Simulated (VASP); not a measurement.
Input of a VASP 6.6.1 run:

Contents of INCAR:

```
PREC = Accurate
ENCUT = 520
EDIFF = 1E-6
ISMEAR = -1
SIGMA = 0.05
LREAL = F
LASPH = T
NELM = 100
ALGO = Normal
ISIF = 2
LWAVE = F
LCHARG = T
GGA = CA
LELF = T
LVHAR = T
NBANDS = 11
```

The input KPOINTS:

```
Automatic mesh
0
Gamma
  18 18 18
```

Contents of POSCAR:

```
Pd
1.0
    0.0000000000      1.9383952691      1.9383952691
    1.9383952691      0.0000000000      1.9383952691
    1.9383952691      1.9383952691      0.0000000000
Pd
1
Direct
    0.0000000000      0.0000000000      0.0000000000
```

Potentials or basis: VASP PAW LDA potentials, release 64 (Pd).

Run with:

```sh
$ cat potpaw_LDA.64/Pd/POTCAR > POTCAR
$ mpirun -np 1 vasp_std > vasp.out
```

Problem. What does it give for the pressure?

Solution. -5.9 GPa.

Problem. What does it give for the band gap on the k mesh?

Solution. Zero (band 5 reaches 10.11 eV, above the bottom of band 6 at 8.49 eV).
